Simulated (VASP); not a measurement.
# CoSi2 (Fm-3m) in VASP: a series of runs

CoSi2 is run at these levels: PBEsol; tasks: single point.

Everything below comes from runs of VASP 6.6.1. Logs are shortened: lines on timing, memory, paths and dates and some standing lists are left out, and cuts for length are marked.

## (1) The cell of the first run

The structure is cubic, space group Fm-3m (No. 225). The conventional cell has a = 5.241 Å, b = 5.241 Å, c = 5.241 Å, α = 90.00°, β = 90.00°, γ = 90.00°. Within 3.0 Å of Co (site symmetry m-3m) lie 8 Si at 2.27 Å. Si (site symmetry -43m) has 4 Co at 2.27 Å and 6 Si at 2.62 Å within 3.0 Å.

## (2) Single point, PBEsol, collinear spin, ferromagnetic start (12.00 Å³/atom)

File INCAR:

```
ALGO = Normal
EDIFF = 1E-6
ENCUT = 520
GGA = PS
ISIF = 2
ISMEAR = 0
ISPIN = 2
LASPH = True
LCHARG = False
LMAXMIX = 4
LORBIT = 11
LREAL = False
LWAVE = False
MAGMOM = 2.2 0 0
NBANDS = 20
NELM = 150
NUPDOWN = 2.2
PREC = Accurate
SIGMA = 0.15
```

File KPOINTS:

```
k-points
0
Gamma
  14 14 14
```

File POSCAR:

```
CoSi2
1.0
    0.0000000000      2.6204501684      2.6204501684
    2.6204501684      0.0000000000      2.6204501684
    2.6204501684      2.6204501684      0.0000000000
Co Si
1 2
Direct
    0.0000000000      0.0000000000      0.0000000000
    0.2500000000      0.2500000000      0.2500000000
    0.7500000000      0.7500000000      0.7500000000
```

Potentials or basis: VASP PAW PBE potentials, release 64 (Co, Si).

Launch:

```
cat potpaw_PBE.64/Co/POTCAR potpaw_PBE.64/Si/POTCAR > POTCAR
mpirun -np 1 vasp_std > vasp.out
```

OUTCAR:

```text
EDIFF = 1E-6
   ENCUT = 520
   GGA = PS
   ISIF = 2
   ISMEAR = 0
   ISPIN = 2
   LASPH = True
   LORBIT = 11
   LREAL = False
   NELM = 150
   NUPDOWN = 2.2
   PREC = Accurate

 ion  position               nearest neighbor table
   1  0.000  0.000  0.000-   2 2.27   3 2.27   3 2.27   3 2.27   3 2.27   2 2.27   2 2.27   2 2.27

   2  0.250  0.250  0.250-   1 2.27   1 2.27   1 2.27   1 2.27   3 2.62   3 2.62   3 2.62   3 2.62
                             3 2.62   3 2.62
   3  0.750  0.750  0.750-   1 2.27   1 2.27   1 2.27   1 2.27   2 2.62   2 2.62   2 2.62   2 2.62
                             2 2.62   2 2.62

  LATTYP: Found a face centered cubic cell.
 ALAT       =     5.2409003368

  Lattice vectors:

 A1 = (   0.0000000000,   2.6204501684,   2.6204501684)
 A2 = (   2.6204501684,   0.0000000000,   2.6204501684)
 A3 = (   2.6204501684,   2.6204501684,   0.0000000000)

Analysis of symmetry for initial positions (statically):
=====================================================================
 Subroutine PRICEL returns:
 Original cell was already a primitive cell.

 Routine SETGRP: Setting up the symmetry group for a
 face centered cubic supercell.

 Subroutine GETGRP returns: Found 48 space group operations
 (whereof 48 operations were pure point group operations)
 out of a pool of 48 trial point group operations.

The static configuration has the point symmetry O_h .

Analysis of symmetry for dynamics (positions and initial velocities):
=====================================================================
 Subroutine PRICEL returns:
 Original cell was already a primitive cell.

 Routine SETGRP: Setting up the symmetry group for a
 face centered cubic supercell.

 Subroutine GETGRP returns: Found 48 space group operations
 (whereof 48 operations were pure point group operations)
 out of a pool of 48 trial point group operations.

The dynamic configuration has the point symmetry O_h .

Analysis of structural, dynamic, and magnetic symmetry:
=====================================================================
 Subroutine PRICEL returns:
 Original cell was already a primitive cell.

 Routine SETGRP: Setting up the symmetry group for a
 face centered cubic supercell.

 Subroutine GETGRP returns: Found 48 space group operations
 (whereof 48 operations were pure point group operations)
 out of a pool of 48 trial point group operations.

The overall configuration has the point symmetry O_h .

 Subroutine INISYM returns: Found 48 space group operations
 (whereof 48 operations are pure point group operations),
 and found     1 'primitive' translations

----------------------------------------------------------------------------------------

                                     Primitive cell

  volume of cell :      35.9880

  direct lattice vectors                    reciprocal lattice vectors
     0.000000000  2.620450168  2.620450168    -0.190806910  0.190806910  0.190806910
     2.620450168  0.000000000  2.620450168     0.190806910 -0.190806910  0.190806910
     2.620450168  2.620450168  0.000000000     0.190806910  0.190806910 -0.190806910

  length of vectors
     3.705876168  3.705876168  3.705876168     0.330487263  0.330487263  0.330487263

  position of ions in fractional coordinates (direct lattice)
     0.000000000  0.000000000  0.000000000
     0.250000000  0.250000000  0.250000000
     0.750000000  0.750000000  0.750000000

  ion indices of the primitive-cell ions
   primitive index   ion index
                 1           1
                 2           2
                 3           3

----------------------------------------------------------------------------------------

 KPOINTS: k-points

Automatic generation of k-mesh.
 Grid dimensions read from file:
 generate k-points for:   14   14   14

 Generating k-lattice:

  Cartesian coordinates                     Fractional coordinates (reciprocal lattice)
    -0.013629065  0.013629065  0.013629065     0.071428571  0.000000000  0.000000000
     0.013629065 -0.013629065  0.013629065     0.000000000  0.071428571  0.000000000
     0.013629065  0.013629065 -0.013629065     0.000000000  0.000000000  0.071428571

  Length of vectors
     0.023606233  0.023606233  0.023606233

  Shift w.r.t. Gamma in fractional coordinates (k-lattice)
     0.000000000  0.000000000  0.000000000

 Subroutine IBZKPT returns following result:
 ===========================================

 Found    104 irreducible k-points:

 Following reciprocal coordinates:
            Coordinates               Weight
  0.000000  0.000000  0.000000      1.000000
  0.071429  0.000000  0.000000      8.000000
  0.142857  0.000000  0.000000      8.000000
  0.214286  0.000000  0.000000      8.000000
  0.285714  0.000000  0.000000      8.000000
  0.357143  0.000000  0.000000      8.000000
[... 16 lines left out ...]
  0.214286  0.142857  0.000000     24.000000
  0.285714  0.142857  0.000000     24.000000
 [... further k-points ...]
   k-points           NKPTS =    104   k-points in BZ     NKDIM =    104   number of bands    NBANDS=     20
   number of dos      NEDOS =    301   number of ions     NIONS =      3
   total plane-waves  NPLWV =  21952
   dimension x,y,z NGX =    28 NGY =   28 NGZ =   28
   dimension x,y,z NGXF=    56 NGYF=   56 NGZF=   56
   ions per type =               1   2
   NGX,Y,Z   is equivalent  to a cutoff of  12.56, 12.56, 12.56 a.u.
   NGXF,Y,Z  is equivalent  to a cutoff of  25.12, 25.12, 25.12 a.u.
 SYSTEM =  unknown system
   PREC   = accura    normal or accurate (medium, high low for compatibility)
   ISTART =      0    job   : 0-new  1-cont  2-samecut
   ICHARG =      2    charge: 1-file 2-atom 10-const
   ISPIN  =      2    spin polarized calculation?
   LNONCOLLINEAR =      F non collinear calculations
   LSORBIT =      F    spin-orbit coupling
   LASPH  =      T    aspherical Exc in radial PAW
   ENCUT  =  520.0 eV  38.22 Ry    6.18 a.u.   6.89  6.89  6.89*2*pi/ulx,y,z
   NELM   =    150;   NELMIN=  2; NELMDL= -5     # of ELM steps
   EDIFF  = 0.1E-05   stopping-criterion for ELM
   LREAL  =      F    real-space projection
   EDIFFG = 0.1E-04   stopping-criterion for IOM
   NSW    =      0    number of steps for IOM
   IBRION =     -1    ionic relax: 0-MD 1-quasi-New 2-CG
   NFREE  =      0    steps in history (QN), initial steepest desc. (CG)
   ISIF   =      2    stress and relaxation
   ISYM   =      2    0-nonsym 1-usesym 2-fastsym
   POTIM  = 0.5000    time-step for ionic-motion
   TEBEG  =    0.0;   TEEND  =   0.0 temperature during run
   PSTRESS=    0.0 pullay stress
   NELECT =      17.0000    total number of electrons
   NUPDOWN=       2.2000    fix difference up-down
   EMIN   =  10.00;   EMAX   =-10.00  energy-range for DOS
   EFERMI =   0.00;   METHOD = LEGACY
   ISMEAR =     0;   SIGMA  =   0.15  broadening in eV -4-tet -1-fermi 0-gaus
   EFERMI_NEDOS =   21; number of points for ismear=-14 and -15
   IALGO  =     38    algorithm
   IMIX   =      4    mixing-type and parameters
     AMIX     =   0.40;   BMIX     =  1.00
     AMIX_MAG =   1.60;   BMIX_MAG =  1.00
  volume/ion in A,a.u.               =      12.00        80.95
  Fermi-wavevector in a.u.,A,eV,Ry     =   1.274985  2.409373 22.117467  1.625588
  Thomas-Fermi vector in A             =   2.407723
   LORBIT       =     11    0 simple, 1 ext, 2 COOP (PROOUT), +10 PAW based schemes
   GGA     = PS    functional components
   LHFCALC =     F    Hartree Fock is set to
   AEXX    =    0.0000 exact exchange contribution
   IVDW    =     0    specifies the selected vdW correction
   LEPSILON=     F    determine dielectric tensor
   LRPA    =     F    only Hartree local field effects (RPA)
 spin polarized calculation
 Gauss-broadening in eV      SIGMA  =   0.15
  energy-cutoff  :      520.00
  volume of cell :       35.99
 maximum number of plane-waves:       984
   NGX = 13   NGY = 13   NGZ = 13

 number of electron      17.0000005 magnetization       2.2000001

 Free energy of the ion-electron system (eV)
  ---------------------------------------------------
  ext. energy  EPLUGINS =         0.00000000
  ---------------------------------------------------
  free energy    TOTEN  =       -18.81591655 eV

  energy without entropy =      -18.79407464  energy(sigma->0) =      -18.80499560

 E-fermi :  10.0139     XC(G=0): -12.1620

 val. band max:       13.1599891674   @ k =   0.4286   0.0714   0.0000
 cond. band min:      10.0243659212   @ k =  -0.2857   0.2143   0.0000
 fundamental gap:     -3.1356232462
 Fermi energy:        13.1609903363

 spin component 1

 k-point     1 :       0.0000    0.0000    0.0000
  band No.  band energies     occupation
      1      -2.9715      1.00000
      2       5.9602      1.00000
      3       5.9602      1.00000
      4       5.9602      1.00000
      5       7.9375      1.00000
      6       7.9375      1.00000
[... 12 lines left out ...]
     19      21.2624      0.00000
     20      26.7539      0.00000

 k-point     2 :       0.0714    0.0000    0.0000
  band No.  band energies     occupation
      1      -2.8899      1.00000
      2       5.8100      1.00000
      3       5.9888      1.00000
      4       5.9888      1.00000
      5       7.9175      1.00000
      6       7.9175      1.00000
[... 12 lines left out ...]
     19      21.6356      0.00000
     20      27.0003      0.00000
[... 465 lines left out ...]
      3       6.0721      1.00000
      4       6.0994      1.00000
      5       7.4029      1.00000
      6       8.0792      1.00000
[... 12 lines left out ...]
     19      24.2129      0.00000
     20      28.9754      0.00000

 k-point    24 :       0.2857    0.1429    0.0000
  band No.  band energies     occupation
      1      -1.7916      1.00000
      2       4.4631      1.00000
      3       6.1609      1.00000
      4       6.2004      1.00000
      5       7.2639      1.00000
      6       8.1223      1.00000
[... 12 lines left out ...]
     19      25.7114      0.00000
     20      27.9503      0.00000

 [... further k-points ...]

 spin component 2

 k-point     1 :       0.0000    0.0000    0.0000
  band No.  band energies     occupation
      1      -2.4626      1.00000
      2       6.7853      1.00000
      3       6.7853      1.00000
      4       6.7853      1.00000
      5       9.0512      1.00000
      6       9.0512      1.00000
[... 12 lines left out ...]
     19      21.7990      0.00000
     20      27.3484      0.00000

 k-point     2 :       0.0714    0.0000    0.0000
  band No.  band energies     occupation
      1      -2.3809      1.00000
      2       6.6099      1.00000
      3       6.8147      1.00000
      4       6.8147      1.00000
      5       9.0251      1.00000
      6       9.0251      1.00000
[... 12 lines left out ...]
     19      22.1712      0.00000
     20      27.5946      0.00000
[... 465 lines left out ...]
      3       6.8610      1.00000
      4       6.9003      1.00000
      5       8.3770      1.00000
      6       9.2114      1.00000
[... 12 lines left out ...]
     19      24.7542      0.00000
     20      29.5696      0.00000

 k-point    24 :       0.2857    0.1429    0.0000
  band No.  band energies     occupation
      1      -1.2817      1.00000
      2       5.1155      1.00000
      3       6.9440      1.00000
      4       7.0121      1.00000
      5       8.1817      1.00000
      6       9.2553      1.00000
[... 12 lines left out ...]
     19      26.2531      0.00000
     20      28.5298      0.00000

 [... further k-points ...]
[... 5 lines left out ...]
  --------------------------------------------------------------------------------------
  -------------------------------------------------------------------------------------
  Total        5.9235542      5.9235542      5.9235542     -0.0000000     -0.0000000      0.0000000
  in kB      263.7152476    263.7152476    263.7152476     -0.0000000     -0.0000000      0.0000000
  external PRESSURE =     263.7152476 kB  Pullay stress =       0.0000000 kB

 VOLUME and BASIS-vectors are now :
 -----------------------------------------------------------------------------
  energy-cutoff  :      520.00
  volume of cell :       35.99
      direct lattice vectors                 reciprocal lattice vectors
     0.000000000  2.620450168  2.620450168    -0.190806910  0.190806910  0.190806910
     2.620450168  0.000000000  2.620450168     0.190806910 -0.190806910  0.190806910
     2.620450168  2.620450168  0.000000000     0.190806910  0.190806910 -0.190806910

 POSITION                                       TOTAL-FORCE (eV/Angst)
 -----------------------------------------------------------------------------------
      0.00000      0.00000      0.00000        -0.000000     -0.000000     -0.000000
      1.31023      1.31023      1.31023         0.000000      0.000000      0.000000
      3.93068      3.93068      3.93068         0.000000     -0.000000      0.000000
 -----------------------------------------------------------------------------------
    total drift:                               -0.000000     -0.000000      0.000000

  FREE ENERGIE OF THE ION-ELECTRON SYSTEM (eV)
  ---------------------------------------------------
  free  energy   TOTEN  =       -18.8159165488 eV

  energy  without entropy=      -18.7940746443  energy(sigma->0) =      -18.80499560

 total charge

# of ion       s       p       d       tot
------------------------------------------
    1        0.583   0.781   7.607   8.971
    2        0.772   0.896   0.000   1.669
    3        0.772   0.896   0.000   1.669
--------------------------------------------------
tot          2.128   2.573   7.607  12.308

 magnetization (x)

# of ion       s       p       d       tot
------------------------------------------
    1        0.020   0.202   1.112   1.334
    2        0.070   0.115   0.000   0.185
    3        0.070   0.115   0.000   0.185
--------------------------------------------------
tot          0.159   0.432   1.112   1.704
```

Run time: 82 s. Hardware: 1 thread of Intel Xeon 6975P-C (Granite Rapids), shared host; peak memory 0.24 GiB.

What came out:

- Free energy: -18.8159 eV
- Pressure: 26.4 GPa
- Net moment: 2.20 μB per cell
- Site moments: Co +1.33; Si +0.18 μB
- Valence electrons inside the program's atomic spheres: Co 8.97; Si 1.67

Caveat: the cell stands under pressure; the PAW data sets were made with another functional, which shifts forces and pressure a little; the total moment is fixed, so each spin has its own Fermi level.

## (3) Single point, PBEsol (11.00 Å³/atom)

This run uses another cell than the first one, of 11.00 Å³/atom.

File INCAR:

```
SYSTEM = CoSi2
PREC     = Accurate       ! precision mode
ENCUT    = 520            ! plane-wave cutoff, eV
EDIFF    = 1E-6           ! SCF threshold, eV
ISMEAR   = 0              ! smearing method
SIGMA    = 0.15           ! smearing width, eV
LREAL    = .False.        ! projectors in reciprocal space
LASPH    = .True.         ! aspherical terms in the spheres
NELM     = 100            ! most SCF steps
ALGO     = Normal         ! electronic algorithm
ISIF     = 2              ! what is computed and relaxed
LWAVE    = .False.        ! write WAVECAR
LCHARG   = .False.        ! write CHGCAR
GGA      = PS             ! functional
NBANDS   = 16             ! bands
```

File KPOINTS:

```
regular mesh
0
Gamma
  14 14 14
  0 0 0
```

File POSCAR:

```
CoSi2
1.0
    0.0000000000      2.5455130630      2.5455130630
    2.5455130630      0.0000000000      2.5455130630
    2.5455130630      2.5455130630      0.0000000000
Co Si
1 2
Direct
    0.0000000000      0.0000000000      0.0000000000
    0.2500000000      0.2500000000      0.2500000000
    0.7500000000      0.7500000000      0.7500000000
```

Potentials or basis: VASP PAW PBE potentials, release 64 (Co, Si).

Launch:

```
cat potpaw_PBE.64/Co/POTCAR potpaw_PBE.64/Si/POTCAR > POTCAR
mpirun -np 1 vasp_std > vasp.out
```

Wall time 24 s (1 thread of Intel Xeon 6975P-C (Granite Rapids), shared host); peak memory 0.19 GiB.

Results (log left out):

```yaml
Free_energy: -20.5704 eV
Pressure: 33.2 GPa
Band_gap_on_the_k_mesh: zero (an odd number of electrons rules out a gap without spin polarisation)
```

Levels at points of the mesh, in eV from the Fermi level:
| k point | band 7 | band 8 | band 9 | band 10 | band 11 | band 12 |
| --- | --- | --- | --- | --- | --- | --- |
| (0.00, 0.00, 0.00) | 2.41 | 3.43 | 3.43 | 3.43 | 4.07 | 4.07 |
| (0.50, 0.00, 0.00) | -2.11 | -0.54 | -0.54 | 3.13 | 3.90 | 3.90 |
| (0.50, 0.50, 0.00) | -2.44 | -2.41 | -1.73 | 2.27 | 2.95 | 8.73 |

Caveat: the cell stands under pressure; the PAW data sets were made with another functional, which shifts forces and pressure a little; the run has no spin polarisation, though such a crystal can be magnetic.

[end of part 1 of 2]
